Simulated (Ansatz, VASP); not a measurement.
**One calculation of NbAgCl3, two programs**

```
Nb Ag Cl
1.0
     4.98216    0.00000    0.00000
     0.00000    4.98216    0.00000
     0.00000    0.00000    4.98216
Nb Ag Cl
1 1 3
Cartesian
  0.0000 0.0000 0.0000
  2.4911 2.4911 2.4911
  0.0000 2.4911 2.4911
  2.4911 0.0000 2.4911
  2.4911 2.4911 0.0000
```

Alike in both runs: task relaxation of cell and atoms; functional PBE; k mesh 8 × 8 × 8; occupations gaussian, width 0.1 eV; no spin polarisation.

```csv
,VASP,Ansatz
version,VASP 6.6.1,Ansatz 0.2.0
potentials or method,"VASP PAW PBE potentials, release 64 (Nb_sv, Ag, Cl), cutoff 600 eV","scalar-relativistic, plane waves, PAW"
valence electrons in the cell,45,53
```

Ansatz gave:

```
gap on the k mesh at the Fermi level, each at its own relaxed structure (eV) : none
relaxed volume (Å³/atom)                                                     : 24.94
relaxed cell length with the largest relative difference (Å)                 : 4.996
```

Which values does VASP return?

gap on the k mesh at the Fermi level, each at its own relaxed structure (eV): none; relaxed volume (Å³/atom): 24.89; relaxed cell length with the largest relative difference (Å): 4.993.

A gap of «none» marks a metal or a gap that the smearing closes. VASP's potentials hold 45 valence electrons a cell and Ansatz's 53, so a difference there can come from the potentials and not from the codes.

Noted on VASP's run: too few bands were computed for a metal, which touches its energy and stress.
